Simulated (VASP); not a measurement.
# CuO in VASP: relaxation of shape and atoms at fixed volume with PBEsol

Aim: the relaxation of shape and atoms at fixed volume of CuO with PBEsol.

All numbers are computed with VASP 6.6.1; they aren't measurements. Logs are shortened: lines on timing, memory, paths and dates and some standing lists are left out, and cuts for length are marked.

**1. The cell of the first run**

The typed cell holds 4 atoms: a = 2.962 Å, b = 2.962 Å, c = 5.151 Å, α = 90.01°, β = 90.01°, γ = 89.87°.

**2. Relaxation of shape and atoms at fixed volume, PBEsol (11.30 Å³/atom)**

INCAR

```
PREC = Accurate ; ENCUT = 600
EDIFF = 1E-6 ; ISMEAR = 0
SIGMA = 0.1 ; LREAL = False
LASPH = True ; NELM = 60
ALGO = Fast ; ISIF = 4
LWAVE = False ; LCHARG = False
GGA = PS ; IBRION = 2
NSW = 50 ; EDIFFG = -0.01
```

KPOINTS

```
regular mesh
0
Gamma
  16 16 8
```

POSCAR

```
CuO
1.0
    2.0908108781     -2.0924056017      0.1633118775
    2.0908108781      2.0924056017      0.1633118775
   -0.4017731907      0.0000000000      5.1355647388
Cu O
2 2
Direct
    0.0000000000      0.5000000000      0.0000000000
    0.5000000000      0.0000000000      0.5000000000
    0.5000284595      0.4999715405      0.2500000000
    0.4999715405      0.5000284595      0.7500000000
```

Potentials or basis: VASP PAW PBE potentials, release 64 (Cu, O).

Launch:

```
cat potpaw_PBE.64/Cu/POTCAR potpaw_PBE.64/O/POTCAR > POTCAR
mpirun -np 1 vasp_std > vasp.out
```

OUTCAR:

```text
PREC = Accurate
   ENCUT = 600
   EDIFF = 1E-6
   ISMEAR = 0
   LREAL = False
   LASPH = True
   NELM = 60
   ISIF = 4
   GGA = PS
   IBRION = 2
   NSW = 50
   EDIFFG = -0.01

 ion  position               nearest neighbor table
   1  0.000  0.500  0.000-   3 1.96   4 1.96   4 1.96   3 1.96
   2  0.500  0.000  0.500-   4 1.96   3 1.96   4 1.96   3 1.96
   3  0.500  0.500  0.250-   2 1.96   1 1.96   2 1.96   1 1.96
   4  0.500  0.500  0.750-   1 1.96   2 1.96   2 1.96   1 1.96

  LATTYP: Found a base centered monoclinic cell.
 ALAT       =     4.1943585432
 B/A-ratio  =     0.9977237664
 C/A-ratio  =     1.2281393621
 COS(beta)  =    -0.0001233939

  Lattice vectors:

 A1 = (   2.0908108781,  -2.0924056017,   0.1633118775)
 A2 = (   2.0908108781,   2.0924056017,   0.1633118775)
 A3 = (  -0.4017731907,   0.0000000000,   5.1355647388)

Analysis of symmetry for initial positions (statically):
=====================================================================
 Subroutine PRICEL returns:
 Original cell was already a primitive cell.

 Routine SETGRP: Setting up the symmetry group for a
 base centered monoclinic supercell.

 Subroutine GETGRP returns: Found  4 space group operations
 (whereof  2 operations were pure point group operations)
 out of a pool of  4 trial point group operations.

The static configuration has the point symmetry S_2 .
 The point group associated with its full space group is C_2h.

Analysis of symmetry for dynamics (positions and initial velocities):
=====================================================================
 Subroutine PRICEL returns:
 Original cell was already a primitive cell.

 Routine SETGRP: Setting up the symmetry group for a
 base centered monoclinic supercell.

 Subroutine GETGRP returns: Found  4 space group operations
 (whereof  2 operations were pure point group operations)
 out of a pool of  4 trial point group operations.

The dynamic configuration has the point symmetry S_2 .
 The point group associated with its full space group is C_2h.

 Subroutine INISYM returns: Found  4 space group operations
 (whereof  2 operations are pure point group operations),
 and found     1 'primitive' translations

[... 96 lines left out ...]
   ENCUT  =  600.0 eV  44.10 Ry    6.64 a.u.   5.92  5.92 10.29*2*pi/ulx,y,z
   NELM   =     60;   NELMIN=  2; NELMDL= -5     # of ELM steps
   EDIFF  = 0.1E-05   stopping-criterion for ELM
   LREAL  =      F    real-space projection
   EDIFFG = -.1E-01   stopping-criterion for IOM
   NSW    =     50    number of steps for IOM
   IBRION =      2    ionic relax: 0-MD 1-quasi-New 2-CG
   NFREE  =      1    steps in history (QN), initial steepest desc. (CG)
   ISIF   =      4    stress and relaxation
   ISYM   =      2    0-nonsym 1-usesym 2-fastsym
   POTIM  = 0.5000    time-step for ionic-motion
   TEBEG  =    0.0;   TEEND  =   0.0 temperature during run
   PSTRESS=    0.0 pullay stress
   NELECT =      34.0000    total number of electrons
   NUPDOWN=      -1.0000    fix difference up-down
   EMIN   =  10.00;   EMAX   =-10.00  energy-range for DOS
   EFERMI =   0.00;   METHOD = LEGACY
   ISMEAR =     0;   SIGMA  =   0.10  broadening in eV -4-tet -1-fermi 0-gaus
   EFERMI_NEDOS =   21; number of points for ismear=-14 and -15
   IALGO  =     68    algorithm
   IMIX   =      4    mixing-type and parameters
     AMIX     =   0.40;   BMIX     =  1.00
     AMIX_MAG =   1.60;   BMIX_MAG =  1.00
  volume/ion in A,a.u.               =      11.30        76.27
  Fermi-wavevector in a.u.,A,eV,Ry     =   1.488765  2.813359 30.156257  2.216422
  Thomas-Fermi vector in A             =   2.601759
   LORBIT       =      0    0 simple, 1 ext, 2 COOP (PROOUT), +10 PAW based schemes
   GGA     = PS    functional components
   LHFCALC =     F    Hartree Fock is set to
   AEXX    =    0.0000 exact exchange contribution
   IVDW    =     0    specifies the selected vdW correction
   LEPSILON=     F    determine dielectric tensor
   LRPA    =     F    only Hartree local field effects (RPA)
 conjugate gradient relaxation of ions
 non-spin polarized calculation
 RMM-DIIS sequential band-by-band and
 Gauss-broadening in eV      SIGMA  =   0.10
  energy-cutoff  :      600.00
  volume of cell :       45.21
 maximum number of plane-waves:      1537
   NGX = 11   NGY = 11   NGZ = 21

--------------------------------------- Ionic step        1  -------------------------------------------

 number of electron      34.0000017 magnetization

 Free energy of the ion-electron system (eV)
  ---------------------------------------------------
  ext. energy  EPLUGINS =         0.00000000
  ---------------------------------------------------
  free energy    TOTEN  =       -21.43175182 eV

  energy without entropy =      -21.41987565  energy(sigma->0) =      -21.42581373

------------------------ aborting loop because EDIFF is reached ----------------------------------------

  FORCE on cell =-STRESS in cart. coord.  units (eV):
  Direction    XX          YY          ZZ          XY          YZ          ZX
  --------------------------------------------------------------------------------------
  -------------------------------------------------------------------------------------
  Total       -2.0633117     -2.0465224     -2.4362665      0.0000000      0.0000000      0.0299948
  in kB      -73.1224621    -72.5274567    -86.3397420      0.0000000      0.0000000      1.0629974
  external PRESSURE =     -77.3298870 kB  Pullay stress =       0.0000000 kB
[... 63 lines left out ...]
--------------------------------------- Ionic step        3  -------------------------------------------

 number of electron      34.0000012 magnetization

 Free energy of the ion-electron system (eV)
  ---------------------------------------------------
  ext. energy  EPLUGINS =         0.00000000
  ---------------------------------------------------
  free energy    TOTEN  =       -21.43291795 eV

  energy without entropy =      -21.42126283  energy(sigma->0) =      -21.42709039

 E-fermi :   4.5014     XC(G=0): -11.4751

 val. band max:        4.4983512452   @ k =   0.3750   0.1875   0.5000
 cond. band min:       4.5027481843   @ k =   0.5000   0.3125   0.3750
 fundamental gap:      0.0043969391
 Fermi energy:         4.5013747619

 k-point     1 :       0.0000    0.0000    0.0000
  band No.  band energies     occupation
      1     -15.1083      2.00000
      2     -13.7596      2.00000
      3      -3.5079      2.00000
      4      -0.8854      2.00000
      5      -0.8812      2.00000
      6       0.8397      2.00000
[... 565 lines left out ...]
     20      10.6946      0.00000
     21      11.5130      0.00000

 [... further k-points ...]
[... 5 lines left out ...]
  --------------------------------------------------------------------------------------
  -------------------------------------------------------------------------------------
  Total       -2.1112941     -2.0985443     -2.1216399      0.0000000      0.0000000      0.0010437
  in kB      -74.8229254    -74.3710806    -75.1895749      0.0000000      0.0000000      0.0369878
  external PRESSURE =     -74.7945270 kB  Pullay stress =       0.0000000 kB
[... 19 lines left out ...]
  FREE ENERGIE OF THE ION-ELECTRON SYSTEM (eV)
  ---------------------------------------------------
  free  energy   TOTEN  =       -21.4329179470 eV

  energy  without entropy=      -21.4212628314  energy(sigma->0) =      -21.42709039

 reached required accuracy - stopping structural energy minimisation
```

OSZICAR:

```text
N       E                     dE             d eps       ncg     rms          rms(c)
DAV:   1     0.323177332548E+03    0.32318E+03   -0.18341E+04 23724   0.275E+03
DAV:   2     0.226354723962E+02   -0.30054E+03   -0.28572E+03 23759   0.456E+02
DAV:   3    -0.255036221812E+02   -0.48139E+02   -0.45629E+02 32769   0.202E+02
[... 26 lines left out ...]
RMM:   3    -0.214329123183E+02    0.51176E-03   -0.65940E-04 24917   0.262E-01    0.287E-02
RMM:   4    -0.214329163099E+02   -0.39916E-05   -0.18460E-04 25509   0.188E-01    0.184E-02
RMM:   5    -0.214329163422E+02   -0.32280E-07   -0.53587E-05 23852   0.858E-02    0.622E-03
RMM:   6    -0.214329177994E+02   -0.14572E-05   -0.16597E-05 19707   0.301E-02    0.230E-03
RMM:   7    -0.214329179470E+02   -0.14761E-06   -0.12966E-06 13869   0.146E-02
   3 F= -.21432918E+02 E0= -.21427090E+02  d E =-.116613E-02
```

Run time: 24 min. Hardware: 1 thread of Oxide Virtual Turin-like, shared host; peak memory 0.59 GiB.

Results:

| Quantity | Value |
| --- | --- |
| Free energy | -21.4329 eV |
| Energy gained by relaxing | 0.3 meV/atom |
| Ionic steps | 3 |
| Pressure after relaxing | -7.5 GPa |
| Band gap on the k mesh | zero (bands 17 and 18 overlap by 1.23 eV) |

Step by step:
```csv
step,energy change (eV),largest force (eV/Å),pressure (GPa),volume (Å³)
1,0.0000,0.0000,-7.73,45.21
2,-0.0009,0.0001,-7.74,45.21
3,-0.0012,0.0001,-7.48,45.21
```

Final structure:
```yaml
crystal:
  lattice:
    - [2.09650, -2.09878, 0.16379]
    - [2.09650, 2.09878, 0.16379]
    - [-0.39939, 0.00000, 5.10607]
  atoms:
    - { symbol: Cu, position: [0.00000, 0.50000, 0.00000] }
    - { symbol: Cu, position: [0.50000, 0.00000, 0.50000] }
    - { symbol: O, position: [0.50003, 0.49997, 0.25000] }
    - { symbol: O, position: [0.49997, 0.50003, 0.75000] }
```

Caveat: the PAW data sets were made with another functional, which shifts forces and pressure a little; semilocal functionals often make such compounds metallic where correlation or magnetic order opens a gap, which also shifts bond lengths.
